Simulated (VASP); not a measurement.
# N (P-1) in VASP: a series of runs

N is run at these levels: PBEsol; tasks: single point.

All numbers are computed with VASP 6.6.1; they aren't measurements. Logs are shortened: lines on timing, memory, paths and dates and some standing lists are left out, and cuts for length are marked.

## Step 1: The cell of the first run

The typed cell holds 8 atoms: a = 4.626 Å, b = 4.626 Å, c = 15.344 Å, α = 93.60°, β = 86.40°, γ = 60.00°.

## Step 2: Single point, PBEsol (the part above a cut slid along it)

INCAR

```
  PREC = Accurate
  ENCUT = 520
  EDIFF = 1E-7
  ISMEAR = 0
  SIGMA = 0.05
  LREAL = F
  LASPH = T
  NELM = 100
  ALGO = Normal
  ISIF = 2
  LWAVE = F
  LCHARG = F
  GGA = PS
  NBANDS = 30
```

KPOINTS

```
regular mesh
0
Gamma
  6 6 2
```

POSCAR

```
N
1.0
   -4.6258169325      0.0000000000      0.0000000000
   -2.3129084662     -4.0060749768      0.0000000000
   -0.9637118609      1.6691979070     15.2224973438
N
8
Direct
   -0.0175626755      0.6842293422      0.8421504213
    0.1743475970      0.4923190697      0.3815657673
    0.0125433885      0.6541232782      0.7698958677
    0.2044536610      0.4622130057      0.3093112137
    0.6036360665      0.7296972668      0.1512734403
    0.4117257940      0.9216075393      0.6118580943
    0.6337421306      0.6995912028      0.0790188867
    0.4418318581      0.8915014753      0.5396035407
```

Potentials or basis: VASP PAW PBE potentials, release 64 (N).

Launch:

```console
$ cat potpaw_PBE.64/N/POTCAR > POTCAR
$ mpirun -np 1 vasp_std > vasp.out
```

OUTCAR:

```text
PREC = Accurate
   ENCUT = 520
   EDIFF = 1E-7
   ISMEAR = 0
   LREAL = F
   LASPH = T
   NELM = 100
   ISIF = 2
   GGA = PS

 ion  position               nearest neighbor table
   1  0.982  0.684  0.842-   3 1.10
   2  0.174  0.492  0.382-   4 1.10
   3  0.013  0.654  0.770-   1 1.10
   4  0.204  0.462  0.309-   2 1.10
   5  0.604  0.730  0.151-   7 1.10
   6  0.412  0.922  0.612-   8 1.10
   7  0.634  0.700  0.079-   5 1.10
   8  0.442  0.892  0.540-   6 1.10

  LATTYP: Found a base centered monoclinic cell.
 ALAT       =     4.6258169325
 B/A-ratio  =     1.7320508076
 C/A-ratio  =     3.3170431279
 COS(beta)  =    -0.1256138828

  Lattice vectors:

 A1 = (  -2.3129084662,  -4.0060749768,   0.0000000000)
 A2 = (   4.6258169325,   0.0000000000,   0.0000000000)
 A3 = (  -0.9637118609,   1.6691979070,  15.2224973438)

Analysis of symmetry for initial positions (statically):
=====================================================================
 Subroutine PRICEL returns:
 Original cell was already a primitive cell.

 Routine SETGRP: Setting up the symmetry group for a
 base centered monoclinic supercell.

 Subroutine GETGRP returns: Found  2 space group operations
 (whereof  1 operations were pure point group operations)
 out of a pool of  4 trial point group operations.

The static configuration has the point symmetry C_1 .
 The point group associated with its full space group is S_2 .

Analysis of symmetry for dynamics (positions and initial velocities):
=====================================================================
 Subroutine PRICEL returns:
 Original cell was already a primitive cell.

 Routine SETGRP: Setting up the symmetry group for a
 base centered monoclinic supercell.

 Subroutine GETGRP returns: Found  2 space group operations
 (whereof  1 operations were pure point group operations)
 out of a pool of  4 trial point group operations.

The dynamic configuration has the point symmetry C_1 .
 The point group associated with its full space group is S_2 .

 Subroutine INISYM returns: Found  2 space group operations
 (whereof  1 operations are pure point group operations),
 and found     1 'primitive' translations

----------------------------------------------------------------------------------------

                                     Primitive cell

  volume of cell :     282.0937

  direct lattice vectors                    reciprocal lattice vectors
    -4.625816933  0.000000000  0.000000000    -0.216178032  0.124810445 -0.027371768
    -2.312908466 -4.006074977  0.000000000     0.000000000 -0.249620890  0.027371768
    -0.963711861  1.669197907 15.222497344     0.000000000  0.000000000  0.065692243

  length of vectors
     4.625816933  4.625816932 15.344034267     0.251117109  0.251117109  0.065692243

  position of ions in fractional coordinates (direct lattice)
     0.982437324  0.684229342  0.842150421
     0.174347597  0.492319070  0.381565767
     0.012543388  0.654123278  0.769895868
     0.204453661  0.462213006  0.309311214
     0.603636067  0.729697267  0.151273440
     0.411725794  0.921607539  0.611858094
     0.633742131  0.699591203  0.079018887
     0.441831858  0.891501475  0.539603541

  ion indices of the primitive-cell ions
   primitive index   ion index
                 1           1
                 2           2
                 3           3
                 4           4
                 5           5
                 6           6
                 7           7
                 8           8

----------------------------------------------------------------------------------------

 KPOINTS: regular mesh

Automatic generation of k-mesh.
 Grid dimensions read from file:
 generate k-points for:    6    6    2

 Generating k-lattice:

  Cartesian coordinates                     Fractional coordinates (reciprocal lattice)
    -0.036029672  0.020801741 -0.004561961     0.166666667  0.000000000  0.000000000
     0.000000000 -0.041603482  0.004561961     0.000000000  0.166666667  0.000000000
     0.000000000  0.000000000  0.032846122     0.000000000  0.000000000  0.500000000

  Length of vectors
     0.041852851  0.041852851  0.032846122

  Shift w.r.t. Gamma in fractional coordinates (k-lattice)
     0.000000000  0.000000000  0.000000000

 Subroutine IBZKPT returns following result:
 ===========================================

 Found     40 irreducible k-points:

 Following reciprocal coordinates:
            Coordinates               Weight
  0.000000  0.000000  0.000000      1.000000
  0.166667 -0.000000  0.000000      2.000000
  0.000000  0.166667 -0.000000      2.000000
  0.333333 -0.000000  0.000000      2.000000
  0.000000  0.333333 -0.000000      2.000000
  0.500000 -0.000000 -0.000000      1.000000
[... 16 lines left out ...]
  0.000000  0.166667  0.500000      2.000000
  0.333333 -0.000000  0.500000      2.000000
 [... further k-points ...]
   k-points           NKPTS =     40   k-points in BZ     NKDIM =     40   number of bands    NBANDS=     30
   number of dos      NEDOS =    301   number of ions     NIONS =      8
   total plane-waves  NPLWV = 155520
   dimension x,y,z NGX =    36 NGY =   36 NGZ =  120
   dimension x,y,z NGXF=    72 NGYF=   72 NGZF=  240
   ions per type =               8
   NGX,Y,Z   is equivalent  to a cutoff of  12.94, 12.94, 13.00 a.u.
   NGXF,Y,Z  is equivalent  to a cutoff of  25.88, 25.88, 26.00 a.u.
 SYSTEM =  unknown system
   PREC   = accura    normal or accurate (medium, high low for compatibility)
   ISTART =      0    job   : 0-new  1-cont  2-samecut
   ICHARG =      2    charge: 1-file 2-atom 10-const
   ISPIN  =      1    spin polarized calculation?
   LNONCOLLINEAR =      F non collinear calculations
   LSORBIT =      F    spin-orbit coupling
   LASPH  =      T    aspherical Exc in radial PAW
   ENCUT  =  520.0 eV  38.22 Ry    6.18 a.u.   8.60  8.60 28.53*2*pi/ulx,y,z
   NELM   =    100;   NELMIN=  2; NELMDL= -5     # of ELM steps
   EDIFF  = 0.1E-06   stopping-criterion for ELM
   LREAL  =      F    real-space projection
   EDIFFG = 0.1E-05   stopping-criterion for IOM
   NSW    =      0    number of steps for IOM
   IBRION =     -1    ionic relax: 0-MD 1-quasi-New 2-CG
   NFREE  =      0    steps in history (QN), initial steepest desc. (CG)
   ISIF   =      2    stress and relaxation
   ISYM   =      2    0-nonsym 1-usesym 2-fastsym
   POTIM  = 0.5000    time-step for ionic-motion
   TEBEG  =    0.0;   TEEND  =   0.0 temperature during run
   PSTRESS=    0.0 pullay stress
   NELECT =      40.0000    total number of electrons
   NUPDOWN=      -1.0000    fix difference up-down
   EMIN   =  10.00;   EMAX   =-10.00  energy-range for DOS
   EFERMI =   0.00;   METHOD = LEGACY
   ISMEAR =     0;   SIGMA  =   0.05  broadening in eV -4-tet -1-fermi 0-gaus
   EFERMI_NEDOS =   21; number of points for ismear=-14 and -15
   IALGO  =     38    algorithm
   IMIX   =      4    mixing-type and parameters
     AMIX     =   0.40;   BMIX     =  1.00
     AMIX_MAG =   1.60;   BMIX_MAG =  1.00
  volume/ion in A,a.u.               =      35.26       237.96
  Fermi-wavevector in a.u.,A,eV,Ry     =   0.853684  1.613228  9.915599  0.728776
  Thomas-Fermi vector in A             =   1.970164
   LORBIT       =      0    0 simple, 1 ext, 2 COOP (PROOUT), +10 PAW based schemes
   GGA     = PS    functional components
   LHFCALC =     F    Hartree Fock is set to
   AEXX    =    0.0000 exact exchange contribution
   IVDW    =     0    specifies the selected vdW correction
   LEPSILON=     F    determine dielectric tensor
   LRPA    =     F    only Hartree local field effects (RPA)
 non-spin polarized calculation
 Gauss-broadening in eV      SIGMA  =   0.05
  energy-cutoff  :      520.00
  volume of cell :      282.09
 maximum number of plane-waves:      7631
 NGX is ok and might be reduce to    36
   NGX = 17   NGY = 17   NGZ = 57

 number of electron      40.0000000 magnetization

 Free energy of the ion-electron system (eV)
  ---------------------------------------------------
  ext. energy  EPLUGINS =         0.00000000
  ---------------------------------------------------
  free energy    TOTEN  =       -68.24669534 eV

  energy without entropy =      -68.24669534  energy(sigma->0) =      -68.24669534

 E-fermi :  -7.4385     XC(G=0):  -4.8260

 val. band max:       -7.6517979449   @ k =   0.0000   0.0000   0.0000
 cond. band min:      -0.2120023948   @ k =  -0.3333   0.3333   0.0000
 fundamental gap:      7.4397955501
 Fermi energy:        -7.4385367075

 k-point     1 :       0.0000    0.0000    0.0000
  band No.  band energies     occupation
      1     -26.1226      2.00000
      2     -26.1159      2.00000
      3     -26.1070      2.00000
      4     -26.1057      2.00000
      5     -11.3562      2.00000
      6     -11.2111      2.00000
[... 22 lines left out ...]
     29       1.8668      0.00000
     30       2.2326      0.00000

 k-point     2 :       0.1667   -0.0000    0.0000
  band No.  band energies     occupation
      1     -26.1210      2.00000
      2     -26.1150      2.00000
      3     -26.1062      2.00000
      4     -26.1051      2.00000
      5     -11.3265      2.00000
      6     -11.2010      2.00000
[... 22 lines left out ...]
     29       2.0936      0.00000
     30       2.4638      0.00000

 k-point     3 :       0.0000    0.1667   -0.0000
  band No.  band energies     occupation
      1     -26.1210      2.00000
      2     -26.1150      2.00000
      3     -26.1063      2.00000
      4     -26.1051      2.00000
      5     -11.3273      2.00000
      6     -11.1977      2.00000
[... 682 lines left out ...]
     29       2.1017      0.00000
     30       2.3614      0.00000

 k-point    24 :       0.3333   -0.0000    0.5000
  band No.  band energies     occupation
      1     -26.1176      2.00000
      2     -26.1136      2.00000
      3     -26.1047      2.00000
      4     -26.1040      2.00000
      5     -11.2516      2.00000
      6     -11.1833      2.00000
[... 22 lines left out ...]
     29       2.7142      0.00000
     30       2.9675      0.00000

 [... further k-points ...]

------------------------ aborting loop because EDIFF is reached ----------------------------------------

  FORCE on cell =-STRESS in cart. coord.  units (eV):
  Direction    XX          YY          ZZ          XY          YZ          ZX
  --------------------------------------------------------------------------------------
  -------------------------------------------------------------------------------------
  Total       -0.1938859     -0.1984750      7.9442650      0.0012238      0.0017453      0.0058587
  in kB       -1.1011931     -1.1272573     45.1201863      0.0069504      0.0099126      0.0332748
  external PRESSURE =      14.2972453 kB  Pullay stress =       0.0000000 kB

 VOLUME and BASIS-vectors are now :
 -----------------------------------------------------------------------------
  energy-cutoff  :      520.00
  volume of cell :      282.09
      direct lattice vectors                 reciprocal lattice vectors
    -4.625816933  0.000000000  0.000000000    -0.216178032  0.124810445 -0.027371768
    -2.312908466 -4.006074977  0.000000000     0.000000000 -0.249620890  0.027371768
    -0.963711861  1.669197907 15.222497344     0.000000000  0.000000000  0.065692243

 POSITION                                       TOTAL-FORCE (eV/Angst)
 -----------------------------------------------------------------------------------
     -6.93873     -1.33536     12.81963        -0.006548     -0.001680      1.893759
     -2.31291     -1.33536      5.80838        -0.000004      0.000010      1.883515
     -2.31291     -1.33536     11.71974         0.003053      0.000749     -1.893641
     -2.31291     -1.33536      4.70849        -0.000004      0.000006     -1.884056
     -4.62582     -2.67072      2.30276        -0.003053     -0.000749      1.893641
     -4.62582     -2.67072      9.31401         0.000004     -0.000006      1.884056
     -4.62582     -2.67072      1.20286         0.006548      0.001680     -1.893759
     -4.62582     -2.67072      8.21411         0.000004     -0.000010     -1.883515
 -----------------------------------------------------------------------------------
    total drift:                                0.000005     -0.000011     -0.000005

  FREE ENERGIE OF THE ION-ELECTRON SYSTEM (eV)
  ---------------------------------------------------
  free  energy   TOTEN  =       -68.2466953447 eV

  energy  without entropy=      -68.2466953447  energy(sigma->0) =      -68.24669534
```

Wall time 11 min (1 thread of Intel Xeon 8259CL, shared host); peak memory 0.48 GiB.

Results:

```
Free energy            : -68.2467 eV
Pressure               : 1.4 GPa
Largest force          : 1.894 eV/Å
Band gap on the k mesh : 7.44 eV (least direct gap 7.63 eV)
```

Forces in eV/Å, atoms in the order of the input:
```
N   -0.007 -0.002  1.894
N    0.000  0.000  1.884
N    0.003  0.001 -1.894
N    0.000  0.000 -1.884
N   -0.003 -0.001  1.894
N    0.000  0.000  1.884
N    0.007  0.002 -1.894
N    0.000  0.000 -1.884
```

Stress tensor (GPa, compression positive):
```
-0.11  0.00  0.00
 0.00 -0.11  0.00
 0.00  0.00  4.51
```

Levels at points of the mesh, in eV from the valence-band top:
```tsv
k point	band 18	band 19	band 20	band 21	band 22	band 23
(0.00, 0.00, 0.00)	-0.38	-0.23	0.00	7.88	7.89	7.98
(0.50, 0.00, 0.00)	-0.33	-0.18	-0.17	7.56	7.63	7.70
(0.00, 0.50, 0.00)	-0.26	-0.25	-0.13	7.52	7.70	7.73
(0.50, 0.50, 0.00)	-0.27	-0.25	-0.14	7.53	7.71	7.71
(0.00, 0.00, 0.50)	-0.47	-0.14	-0.03	7.88	7.89	7.99
(0.50, 0.00, 0.50)	-0.26	-0.25	-0.14	7.53	7.71	7.72
(0.00, 0.50, 0.50)	-0.33	-0.17	-0.17	7.56	7.60	7.71
(0.50, 0.50, 0.50)	-0.32	-0.18	-0.17	7.56	7.64	7.70
```

Caveat: the cell differs from its parent crystal (the part above a cut slid along it); the standard files for N, O and F lose accuracy on very short bonds; this functional lacks dispersion, which holds the molecules together, so the pressure and a relaxed volume are unreliable; the PAW data sets were made with another functional, which shifts forces and pressure a little. A k mesh can miss the band edges.

[end of part 1 of 2]
